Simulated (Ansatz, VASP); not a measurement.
# BN: VASP beside Ansatz

POSCAR

```
BN
1.0
    2.5367985510      0.0000000000      0.0000000000
   -1.2683992755      2.1969319894      0.0000000000
    0.0000000000      0.0000000000      4.1984859909
N B
2 2
Direct
    0.3333333333      0.6666666667      0.1252760000
    0.6666666667      0.3333333333      0.6252760000
    0.3333333333      0.6666666667      0.4997240000
    0.6666666667      0.3333333333      0.9997240000
```

The input INCAR.step1:

```
ALGO = Normal ; EDIFF = 1E-5
ENCUT = 910 ; GGA = PE
GGA_COMPAT = False ; ISMEAR = -1
LASPH = True ; LCHARG = False
LREAL = False ; LWAVE = True
NBANDS = 16 ; NELM = 120
PREC = Accurate ; SIGMA = 0.05
```

File INCAR.step2:

```
ALGO = Normal ; EDIFF = 1E-6
ENCUT = 910 ; GGA_COMPAT = False
ISIF = 2 ; ISMEAR = -1
ISTART = 1 ; LASPH = True
LCHARG = True ; LELF = True
LMIXTAU = True ; LREAL = False
LVHAR = True ; LWAVE = False
METAGGA = R2SCAN ; NBANDS = 16
NELM = 120 ; PREC = Accurate
SIGMA = 0.05
```

The input KPOINTS:

```
k-points
0
Gamma
  12 12 6
```

input.yaml

```yaml
crystal:
  lattice:
    - [2.536798551, 0.0, 0.0]
    - [-1.2683992755, 2.1969319894, 0.0]
    - [0.0, 0.0, 4.1984859909]
  atoms:
    - { symbol: "N", position: [0.3333333333, 0.6666666667, 0.125276] }
    - { symbol: "N", position: [0.6666666667, 0.3333333333, 0.625276] }
    - { symbol: B, position: [0.3333333333, 0.6666666667, 0.499724] }
    - { symbol: B, position: [0.6666666667, 0.3333333333, 0.999724] }
hamiltonian:
  xc: r2scan
  pseudopotentials: { kind: paw }
kpoints:
  mp_grid: { grid: [12, 12, 6] }
scf:
  occupations: { method: fermi_dirac, width: 0.05 }
output:
  forces: true
  stress: true
  eigenvalues: true
```

Alike in both runs: task single point; functional r2SCAN; k mesh 12 × 12 × 6; occupations fermi-dirac, width 0.05 eV; no spin polarisation.

```csv
,VASP,Ansatz
version,VASP 6.6.1,Ansatz 0.2.0
potentials or method,"VASP PAW PBE potentials, release 64 (N_h, B_h)",Ansatz PAW
plane-wave cutoff (eV),910,500
valence electrons in the cell,16,16
```

Ansatz gave:

| Property | Result |
| --- | --- |
| gap on the k mesh at the Fermi level (eV) | 5.73 |
| least direct gap on the mesh (eV) | 9.05 |
| rms of the force components (eV/Å) | 0.005 |

Task: Estimate VASP's values.

Result: gap on the k mesh at the Fermi level (eV): 5.71; least direct gap on the mesh (eV): 9.04; rms of the force components (eV/Å): 0.006.

VASP's potentials were made for PBE, not for r2SCAN. Atom by atom the forces differ by 0.001 eV/Å (rms over components).

Noted on VASP's run: the cutoff is short for stress, so the pressure is rough.
